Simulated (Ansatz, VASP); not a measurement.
# One calculation of PbO2, two programs

The input INCAR:

```
PREC = Accurate
ENCUT = 520
EDIFF = 1E-6
ISMEAR = -1
SIGMA = 0.05
LREAL = False
LASPH = True
NELM = 60
ALGO = Normal
ISIF = 2
LWAVE = False
LCHARG = False
GGA = CA
NBANDS = 20
```

KPOINTS

```
Automatic mesh
0
Gamma
  9 9 9
```

The input POSCAR:

```
PbO2
1.0
    0.0000000000      2.7198865082      2.7198865082
    2.7198865082      0.0000000000      2.7198865082
    2.7198865082      2.7198865082      0.0000000000
Pb O
1 2
Direct
    0.0000000000      0.0000000000      0.0000000000
    0.7500000000      0.7500000000      0.7500000000
    0.2500000000      0.2500000000      0.2500000000
```

Contents of input.yaml:

```yaml
crystal:
  lattice:
    - [0.0, 2.7198865082, 2.7198865082]
    - [2.7198865082, 0.0, 2.7198865082]
    - [2.7198865082, 2.7198865082, 0.0]
  atoms:
    - { symbol: Pb, position: [0.0, 0.0, 0.0] }
    - { symbol: O, position: [0.75, 0.75, 0.75] }
    - { symbol: O, position: [0.25, 0.25, 0.25] }
kpoints:
  mp_grid: { grid: [9, 9, 9] }
scf:
  occupations: { method: fermi_dirac, width: 0.05 }
hamiltonian:
  xc: lda
  pseudopotentials: { kind: all_electron, lapw: { basis_error: 0.002 } }
output:
  forces: true
  stress: true
  eigenvalues: true
```

Change from the starting cell: volume scaled by 1.02.

Alike in both runs: task single point; functional LDA; k mesh 9 × 9 × 9; occupations fermi-dirac, width 0.05 eV; no spin polarisation.

|  | VASP | Ansatz |
| --- | --- | --- |
| version | VASP 6.6.1 | Ansatz 0.2.0 |
| potentials or method | VASP PAW LDA potentials, release 64 (Pb_d, O), cutoff 520 eV | all-electron LAPW, scalar-relativistic |

Ansatz gave:

- gap on the k mesh at the Fermi level (eV): none
- pressure (GPa): -12.2

Which values does VASP return?

gap on the k mesh at the Fermi level (eV): none; pressure (GPa): -12.1.

LDA's correlation is that of Perdew and Zunger in VASP and of Perdew and Wang (1992) in Ansatz. A gap of «none» marks a metal or a gap that the smearing closes. Ansatz ran all-electron here, and VASP with PAW potentials.

Spin-orbit coupling is off throughout.
